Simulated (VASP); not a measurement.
HC18, 19 atoms in the cell. The cell holds a slab with vacuum, 19 atoms: a = 7.398 Å, b = 7.398 Å, c = 12.000 Å, α = 90.00°, β = 90.00°, γ = 120.00°. 

| Property | Result |
| --- | --- |
| Program | VASP 6.6.1 |
| Task | single point |
| Functional | PBE |
| Potentials or basis | VASP PAW PBE potentials, release 64 (C, H) |
| Cutoff | 520 eV |
| k mesh | 2 × 2 × 1 |
| Occupations | gaussian, width 0.05 eV |
| Spin | collinear spin |
| Starting moments | [0.0, 0.09, 0.0, 0.09, 0.0, 0.0, 0.0, 0.08, 0.0, 0.09, 0.0, 0.08, 0.0, 0.08, 0.0, 0.0, 0.0, 0.0, 0.0] μB |
| Dipole correction | no |
| Further INCAR settings | LREAL = Auto; ALGO = Normal; EDIFF = 1e-07; NBANDS = 56 |

Potentials or basis: VASP PAW PBE potentials, release 64 (C, H).

The run is started by

```sh
$ cat potpaw_PBE.64/C/POTCAR potpaw_PBE.64/H/POTCAR > POTCAR
$ mpirun -np 1 vasp_std > vasp.out
```

Hardware: 1 thread of Oxide Virtual Turin-like Processor (shared host).

Question: How long does it take, and how much memory?

Answer: Run time: 9.6 min on 1 thread of Oxide Virtual Turin-like Processor (shared host), peak memory 0.83 GiB. Counts: scf iterations 27, k points 4.
